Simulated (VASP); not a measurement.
A run of VASP 6.6.1:

Contents of INCAR:

```
SYSTEM = BaTiO3
PREC = Accurate
ENCUT = 520
EDIFF = 1E-6
ISMEAR = 0
SIGMA = 0.05
LREAL = .FALSE.
LASPH = .TRUE.
NELM = 150
ALGO = Normal
ISIF = 2
LWAVE = .FALSE.
LCHARG = .FALSE.
LMAXMIX = 4
LDAU = .TRUE.
LDAUTYPE = 2
LDAUL = -1 2 -1
LDAUU = 0 4 0
LDAUJ = 0 0 0
LDAUPRINT = 1
GGA = PE
NBANDS = 28
```

Contents of KPOINTS:

```
regular mesh
0
G
  6 6 6
  0 0 0
```

Contents of POSCAR:

```
BaTiO3
1.0
    2.9461832477      1.7009796911      2.3108627746
   -2.9461832477      1.7009796911      2.3108627746
    0.0000000000     -3.4019593823      2.3108627746
Ba Ti O
1 1 3
Direct
    0.0026800181      0.0026800181      0.0026800181
    0.5127992509      0.5127992509      0.5127992509
    0.4903227049      0.4903227049      0.9825753212
    0.4903227049      0.9825753212      0.4903227049
    0.9825753212      0.4903227049      0.4903227049
```

Potentials or basis: VASP PAW PBE potentials, release 64 (Ba_sv, Ti_sv, O).

Launch:

```bash
$ cat potpaw_PBE.64/Ba_sv/POTCAR potpaw_PBE.64/Ti_sv/POTCAR potpaw_PBE.64/O/POTCAR > POTCAR
$ mpirun -np 1 vasp_std > vasp.out
```

Hardware: 1 thread of Intel(R) Xeon(R) 6975P-C (Granite Rapids) (shared host).

**Question.** How long does it take, and how much memory?

**Answer.** Wall time 26 s on 1 thread of Intel(R) Xeon(R) 6975P-C (Granite Rapids) (shared host), peak memory 0.21 GiB. Counts: scf iterations 18, k points 32.
